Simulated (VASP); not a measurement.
# BN (Fm-3m) in VASP: notebook, part 2 of 2

VASP 6.6.1. The steps go on from the part before.

### 6 Single point, PBE (volume changed by +10%)

Input file INCAR:

```
SYSTEM = BN
PREC = Accurate
ENCUT = 520
EDIFF = 1E-6
ISMEAR = 0
SIGMA = 0.01
LREAL = .FALSE.
LASPH = .TRUE.
NELM = 100
ALGO = Normal
ISIF = 2
LWAVE = .FALSE.
LCHARG = .FALSE.
GGA = PE
NBANDS = 11
```

Input file KPOINTS:

```
regular mesh
0
G
  8 8 8
  0 0 0
```

Input file POSCAR:

```
BN
1.0
    0.0000000000      1.8021819266      1.8021819266
    1.8021819266      0.0000000000      1.8021819266
    1.8021819266      1.8021819266      0.0000000000
B N
1 1
Direct
    0.0000000000      0.0000000000      0.0000000000
    0.5000000000      0.5000000000      0.5000000000
```

Potentials or basis: VASP PAW PBE potentials, release 64 (B, N).

On the command line:

```bash
$ cat potpaw_PBE.64/B/POTCAR potpaw_PBE.64/N/POTCAR > POTCAR
$ mpirun -np 1 vasp_std > vasp.out
```

OUTCAR:

```text
SYSTEM = BN
   PREC = Accurate
   ENCUT = 520
   EDIFF = 1E-6
   ISMEAR = 0
   LREAL = .FALSE.
   LASPH = .TRUE.
   NELM = 100
   ISIF = 2
   GGA = PE

 ion  position               nearest neighbor table
   1  0.000  0.000  0.000-   2 1.80   2 1.80   2 1.80   2 1.80   2 1.80   2 1.80
   2  0.500  0.500  0.500-   1 1.80   1 1.80   1 1.80   1 1.80   1 1.80   1 1.80

  LATTYP: Found a face centered cubic cell.
 ALAT       =     3.6043638532

  Lattice vectors:

 A1 = (   0.0000000000,   1.8021819266,   1.8021819266)
 A2 = (   1.8021819266,   0.0000000000,   1.8021819266)
 A3 = (   1.8021819266,   1.8021819266,   0.0000000000)

Analysis of symmetry for initial positions (statically):
=====================================================================
 Subroutine PRICEL returns:
 Original cell was already a primitive cell.

 Routine SETGRP: Setting up the symmetry group for a
 face centered cubic supercell.

 Subroutine GETGRP returns: Found 48 space group operations
[... 9 lines left out ...]

 Routine SETGRP: Setting up the symmetry group for a
 face centered cubic supercell.

 Subroutine GETGRP returns: Found 48 space group operations
[... 11 lines left out ...]
                                     Primitive cell

  volume of cell :      11.7065

  direct lattice vectors                    reciprocal lattice vectors
     0.000000000  1.802181927  1.802181927    -0.277441468  0.277441468  0.277441468
     1.802181927  0.000000000  1.802181927     0.277441468 -0.277441468  0.277441468
     1.802181927  1.802181927  0.000000000     0.277441468  0.277441468 -0.277441468

  length of vectors
     2.548670122  2.548670122  2.548670122     0.480542719  0.480542719  0.480542719

  position of ions in fractional coordinates (direct lattice)
     0.000000000  0.000000000  0.000000000
     0.500000000  0.500000000  0.500000000

  ion indices of the primitive-cell ions
   primitive index   ion index
                 1           1
                 2           2

[... 88 lines left out ...]
   IALGO  =     38    algorithm
   IMIX   =      4    mixing-type and parameters
     AMIX     =   0.40;   BMIX     =  1.00
     AMIX_MAG =   1.60;   BMIX_MAG =  1.00
  volume/ion in A,a.u.               =       5.85        39.50
  Fermi-wavevector in a.u.,A,eV,Ry     =   1.441992  2.724970 28.291153  2.079341
  Thomas-Fermi vector in A             =   2.560562
   LORBIT       =      0    0 simple, 1 ext, 2 COOP (PROOUT), +10 PAW based schemes
   GGA     = PE    functional components
   LHFCALC =     F    Hartree Fock is set to
   AEXX    =    0.0000 exact exchange contribution
   IVDW    =     0    specifies the selected vdW correction
   LEPSILON=     F    determine dielectric tensor
   LRPA    =     F    only Hartree local field effects (RPA)
 non-spin polarized calculation
 Gauss-broadening in eV      SIGMA  =   0.01
  energy-cutoff  :      520.00
  volume of cell :       11.71
 maximum number of plane-waves:       332
   NGX =  9   NGY =  9   NGZ =  9

 number of electron       7.9999999 magnetization

 Free energy of the ion-electron system (eV)
  ---------------------------------------------------
  ext. energy  EPLUGINS =         0.00000000
  ---------------------------------------------------
  free energy    TOTEN  =       -13.85596788 eV

  energy without entropy =      -13.85596788  energy(sigma->0) =      -13.85596788

 E-fermi :   9.0858     XC(G=0): -13.2896

 val. band max:        9.0223105445   @ k =  -0.2500   0.1250   0.0000
 cond. band min:       9.6537921684   @ k =   0.5000   0.5000   0.0000
 fundamental gap:      0.6314816239
 Fermi energy:         9.0858283357

 k-point     1 :       0.0000    0.0000    0.0000
  band No.  band energies     occupation
      1     -12.1564      2.00000
      2       8.2628      2.00000
      3       8.2628      2.00000
      4       8.2628      2.00000
      5      16.4077      0.00000
      6      20.2292      0.00000
      7      20.2292      0.00000
      8      20.2292      0.00000
      9      27.1480      0.00000
     10      27.1480      0.00000
     11      27.1480      0.00000
[... 309 lines left out ...]
 k-point    24 :      -0.3750    0.2500    0.1250
  band No.  band energies     occupation
      1      -6.4415      2.00000
      2      -1.6256      2.00000
      3       4.0024      2.00000
      4       5.8656      2.00000
      5      14.6171      0.00000
      6      15.2389      0.00000
      7      19.6141      0.00000
      8      22.3356      0.00000
      9      29.1583      0.00000
     10      30.7606      0.00000
     11      40.1730      0.00000

 [... further k-points ...]
[... 5 lines left out ...]
  --------------------------------------------------------------------------------------
  -------------------------------------------------------------------------------------
  Total       -2.0168604     -2.0168604     -2.0168604      0.0000000      0.0000000     -0.0000000
  in kB     -276.0327012   -276.0327012   -276.0327012      0.0000000      0.0000000     -0.0000000
  external PRESSURE =    -276.0327012 kB  Pullay stress =       0.0000000 kB

 VOLUME and BASIS-vectors are now :
 -----------------------------------------------------------------------------
  energy-cutoff  :      520.00
  volume of cell :       11.71
      direct lattice vectors                 reciprocal lattice vectors
     0.000000000  1.802181927  1.802181927    -0.277441468  0.277441468  0.277441468
     1.802181927  0.000000000  1.802181927     0.277441468 -0.277441468  0.277441468
     1.802181927  1.802181927  0.000000000     0.277441468  0.277441468 -0.277441468

 POSITION                                       TOTAL-FORCE (eV/Angst)
 -----------------------------------------------------------------------------------
      0.00000      0.00000      0.00000        -0.000000     -0.000000      0.000000
      1.80218      1.80218      1.80218         0.000000      0.000000     -0.000000
 -----------------------------------------------------------------------------------
    total drift:                                0.000000      0.000000      0.000000

  FREE ENERGIE OF THE ION-ELECTRON SYSTEM (eV)
  ---------------------------------------------------
  free  energy   TOTEN  =       -13.8559678841 eV

  energy  without entropy=      -13.8559678841  energy(sigma->0) =      -13.85596788
```

OSZICAR:

```text
N       E                     dE             d eps       ncg     rms          rms(c)
DAV:   1     0.111260052177E+02    0.11126E+02   -0.48370E+03   646   0.721E+02
DAV:   2    -0.141863761920E+02   -0.25312E+02   -0.23336E+02   782   0.149E+02
DAV:   3    -0.146566580894E+02   -0.47028E+00   -0.46939E+00   761   0.178E+01
DAV:   4    -0.146570744705E+02   -0.41638E-03   -0.41638E-03   692   0.599E-01
DAV:   5    -0.146570746862E+02   -0.21574E-06   -0.21571E-06   752   0.143E-02    0.603E+00
DAV:   6    -0.138400791753E+02    0.81700E+00   -0.47157E+00   686   0.107E+01    0.216E+00
DAV:   7    -0.138511156681E+02   -0.11036E-01   -0.65521E-02   689   0.232E+00    0.145E+00
DAV:   8    -0.138561974205E+02   -0.50818E-02   -0.65807E-03   671   0.636E-01    0.320E-01
DAV:   9    -0.138559579371E+02    0.23948E-03   -0.11303E-03   701   0.176E-01    0.890E-02
DAV:  10    -0.138559691456E+02   -0.11209E-04   -0.55339E-05   683   0.558E-02    0.159E-02
DAV:  11    -0.138559678775E+02    0.12681E-05   -0.22211E-06   445   0.889E-03    0.382E-03
DAV:  12    -0.138559678841E+02   -0.65992E-08   -0.18407E-07   349   0.370E-03
   1 F= -.13855968E+02 E0= -.13855968E+02  d E =-.795633E-21
```

Wall time 4.7 s (1 thread of AMD EPYC 7R43 (Zen 3), shared host); peak memory 0.08 GiB.

What came out:

```yaml
Free_energy: -13.8560 eV
Pressure: -27.6 GPa
Band_gap_on_the_k_mesh: 0.63 eV, indirect (least direct gap 5.51 eV)
```

### 7 Overview

```csv
cell,gap on the mesh (eV),pressure (GPa)
"a = 2.469 Å, angles 60.0°, 2 atoms",1.33,3.8
"a = 2.427 Å, angles 60.0°, 2 atoms",1.74,26.3
"a = 2.384 Å, angles 60.0°, 2 atoms",2.19,55.0
"a = 2.509 Å, angles 60.0°, 2 atoms",0.97,-13.8
"a = 2.549 Å, angles 60.0°, 2 atoms",0.63,-27.6
```

Alike in all rows: task single point; level PBE; potentials or basis VASP PAW PBE potentials, release 64 (B, N); no spin polarisation; k mesh 8 × 8 × 8; cutoff (eV) 520; smearing gaussian 0.01 eV.

Total energies depend on the potentials used, so only differences within one code and one set of settings carry meaning.
